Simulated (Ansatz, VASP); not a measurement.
## One calculation of Ir, two programs

File INCAR:

```
ALGO = Normal
EDIFF = 1E-6
ENCUT = 500
GGA_COMPAT = F
ISIF = 2
ISMEAR = -1
LASPH = T
LCHARG = F
LREAL = F
LWAVE = F
NBANDS = 10
NELM = 120
PREC = Accurate
SIGMA = 0.1
```

The input KPOINTS:

```
k-points
0
Gamma
  23 23 23
```

The input POSCAR:

```
Ir
1.0
    0.0000000000      1.8803315990      1.8803315990
    1.8803315990      0.0000000000      1.8803315990
    1.8803315990      1.8803315990      0.0000000000
Ir
1
Direct
    0.0000000000      0.0000000000      0.0000000000
```

Input for Ansatz:

```yaml
crystal:
  lattice:
    - [0.0, 1.880331599, 1.880331599]
    - [1.880331599, 0.0, 1.880331599]
    - [1.880331599, 1.880331599, 0.0]
  atoms:
    - { symbol: Ir, position: [0.0, 0.0, 0.0] }
hamiltonian:
  xc: lda
  pseudopotentials:
    kind: paw
    azcp:
      Ir: "pseudopotentials/Ir.paw.azcp"
basis:
  ecutwfc: 420
  fft_grid_basis: typed
kpoints:
  mp_grid: { grid: [23, 23, 23], shift: [0, 0, 0] }
magnetization:
  spin_polarized: false
scf:
  occupations: { method: fermi_dirac, width: 0.1 }
output:
  stress: true
```

Alike in both runs: task single point; functional LDA; k mesh 23 × 23 × 23; occupations fermi-dirac, width 0.1 eV; no spin polarisation.

```csv
,VASP,Ansatz
version,VASP 6.6.1,Ansatz 0.2.0
potentials or method,"VASP PAW LDA potentials, release 64 (Ir), cutoff 500 eV","plane waves (420 eV) with PAW, scalar-relativistic"
valence electrons in the cell,9,17
```

Ansatz gave:

| Quantity | Value |
| --- | --- |
| pressure (GPa) | 18.1 |

Q: Estimate VASP's values.

A: Pressure (GPa): 21.2.

Ansatz warns that its potentials were made for another functional, while VASP's fit it. LDA's correlation is that of Perdew and Zunger in VASP and of Perdew and Wang (1992) in Ansatz. VASP's potentials hold 9 valence electrons a cell and Ansatz's 17, so a difference there can come from the potentials and not from the codes.

Spin-orbit coupling is off throughout.
